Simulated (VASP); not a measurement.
Wanted: the native input for a VASP 6.6.1 run.

```yaml
Task: relaxation of cell and atoms
Functional: PBE
Potentials_or_basis: VASP PAW PBE potentials, release 64 (Sn_d, Se)
Cutoff: 600 eV
k_mesh: 6 × 6 × 3
Occupations: fermi-dirac, width 0.05 eV
Spin: no spin polarisation
Dipole_correction: no
Further_INCAR_settings: ALGO = Normal; EDIFF = 1e-07; IBRION = 2; EDIFFG = -0.01; NSW = 60; ISIF = 3
```

The structure of SnSe lies in POSCAR:

```
SnSe
1.0
    4.2853274191      0.0000000000      0.0000000000
    0.0000000000      4.2853274191      0.0000000000
    0.0000000000      0.0000000000     10.9906921300
Sn Se
2 2
Direct
    0.0000000000      0.5000000000      0.6277708900
    0.5000000000      0.0000000000      0.3722291100
    0.0000000000      0.5000000000      0.3839605100
    0.5000000000      0.0000000000      0.6160394900
```

These files were run (other wordings do the same):

INCAR

```
PREC     = Accurate       # precision mode
ENCUT    = 600            # plane-wave cutoff, eV
EDIFF    = 1E-7           # SCF threshold, eV
ISMEAR   = -1             # smearing method
SIGMA    = 0.05           # smearing width, eV
LREAL    = F              # projectors in reciprocal space
LASPH    = T              # aspherical terms in the spheres
NELM     = 100            # most SCF steps
ALGO     = Normal         # electronic algorithm
ISIF     = 3              # what is computed and relaxed
LWAVE    = F              # write WAVECAR
LCHARG   = F              # write CHGCAR
GGA      = PE             # functional
IBRION   = 2              # ionic algorithm
NSW      = 60             # ionic steps
EDIFFG   = -0.01          # ionic threshold
```

KPOINTS

```
Automatic mesh
0
Gamma
  6 6 3
```

Potentials or basis: VASP PAW PBE potentials, release 64 (Sn_d, Se).

The run is started by

```console
$ cat potpaw_PBE.64/Sn_d/POTCAR potpaw_PBE.64/Se/POTCAR > POTCAR
$ mpirun -np 1 vasp_std > vasp.out
```

Results of the run:

```yaml
Relaxed_cell: a = 4.315 Å, b = 4.315 Å, c = 11.064 Å, α = 90.00°, β = 90.00°, γ = 90.00°
Space_group_after_relaxing_to_0.1_Å: P4/nmm (No. 129)
Energy_gained_by_relaxing: 5.2 meV/atom
Ionic_steps: 11
Largest_force_after_relaxing: 0.007 eV/Å
Band_gap_on_the_k_mesh: 1.51 eV (least direct gap 1.55 eV)
```

Caveat: there is no dipole correction, which matters where the two faces differ; the relaxation moved the vacuum too, so the length across it says nothing of the material; spin-orbit coupling is left out, which moves the levels of the heavy elements.

It took 19 min on 1 thread of Intel(R) Xeon(R) Platinum 8259CL CPU @ 2.50GHz (Skylake/Cascade Lake), on a shared host, peak memory 0.41 GiB.
